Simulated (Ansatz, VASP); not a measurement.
Two plane-wave programs on C

```
CELL_PARAMETERS angstrom
1.23618 -2.14115 0.00000
1.23618 2.14115 0.00000
0.00000 0.00000 7.22077
ATOMIC_POSITIONS crystal
C 0.91662 0.08338 0.75314
C 0.41662 0.58338 0.24686
C 0.08338 0.91662 0.24686
C 0.58338 0.41662 0.75314
```

Alike in both runs: task single point; functional r2SCAN; k mesh 12 × 12 × 4; occupations fermi-dirac, width 0.05 eV; no spin polarisation.

|  | VASP | Ansatz |
| --- | --- | --- |
| version | VASP 6.6.1 | Ansatz 0.2.0 |
| potentials or method | VASP PAW PBE potentials, release 64 (C) | Ansatz PAW |
| plane-wave cutoff (eV) | 520 | 500 |
| valence electrons in the cell | 16 | 16 |

```tsv
	VASP	Ansatz	Ansatz less VASP
gap on the k mesh at the Fermi level (eV)	0.02	0.02	0.000
least direct gap on the mesh (eV)	0.02	0.02	0.000
pressure (GPa)	-4.6	-5.2	-0.62
traceless stress, the component that is largest in VASP (GPa)	4.18	4.90	+0.717
rms of the force components (eV/Å)	0.012	0.012	-0.0001
```

VASP's potentials were made for PBE, not for r2SCAN. Atom by atom the forces differ by 0.000 eV/Å (rms over components). The functional is the same, so the differences come from potentials, cutoffs and numerics.
